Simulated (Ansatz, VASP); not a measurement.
**One calculation of B2WO5, two programs**

```xyz
8
Lattice="0.0000 3.5209 3.5209 3.5209 0.0000 3.5209 3.5209 3.5209 0.0000" Properties=species:S:1:pos:R:3 pbc="T T T"
B     1.7605    1.7605    1.7605
B     5.2814    5.2814    5.2814
W     0.0000    0.0000    0.0000
O     6.0109    6.0109    6.0109
O     4.5519    4.5519    6.0109
O     4.5519    6.0109    4.5519
O     6.0109    4.5519    4.5519
O     3.5209    3.5209    3.5209
```

Alike in both runs: task single point; functional PBE; k mesh 4 × 4 × 4; occupations gaussian, width 0.1 eV; no spin polarisation.

|  | VASP | Ansatz |
| --- | --- | --- |
| version | VASP 6.6.1 | Ansatz 0.2.0 |
| potentials or method | VASP PAW PBE potentials, release 64 (B, W_sv, O), cutoff 520 eV | scalar-relativistic, plane waves, PAW |
| valence electrons in the cell | 50 | 50 |

VASP gave:

- gap on the k mesh at the Fermi level (eV): 0.17
- least direct gap on the mesh (eV): 0.17
- rms of the force components (eV/Å): 4.590

Question: Which values does Ansatz return?

Answer: gap on the k mesh at the Fermi level (eV): 0.17; least direct gap on the mesh (eV): 0.17; rms of the force components (eV/Å): 4.702.

Atom by atom the forces differ by 0.112 eV/Å (rms over components).

Spin-orbit coupling is off throughout.
